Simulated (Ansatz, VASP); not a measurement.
**One calculation of CsSe2N, two programs**

```
CELL_PARAMETERS angstrom
3.56020 0.00000 0.00000
-1.78010 3.08323 0.00000
0.00000 -2.05548 7.96263
ATOMIC_POSITIONS crystal
Se 0.21664 0.43329 0.64993
Se 0.78336 0.56671 0.35007
N 0.50000 0.00000 0.50000
Cs 0.00000 0.00000 0.00000
```

Alike in both runs: functional LDA; k mesh 9 × 9 × 9; occupations gaussian, width 0.0362 eV; no spin polarisation.

Ansatz relaxed the structure, and its values are those at the end. VASP's run is a single point on that final structure, the one shown.

|  | VASP | Ansatz |
| --- | --- | --- |
| version | VASP 6.6.1 | Ansatz 0.2.0 |
| potentials or method | VASP PAW LDA potentials, release 64 (Se, N, Cs_sv), cutoff 520 eV | PAW plane waves |
| valence electrons in the cell | 26 | 46 |

```csv
,VASP,Ansatz,Ansatz less VASP
gap on the k mesh at the Fermi level (eV),none,none,-
pressure (GPa),0.3,0.0,-0.27
rms of the force components (eV/Å),0.005,0.001,-0.0049
```

LDA's correlation is that of Perdew and Zunger in VASP and of Perdew and Wang (1992) in Ansatz. A gap of «none» marks a metal or a gap that the smearing closes. VASP's potentials hold 26 valence electrons a cell and Ansatz's 46, so a difference there can come from the potentials and not from the codes. Ansatz's warnings: structure snapped to symmetry.

Spin-orbit coupling is off throughout.
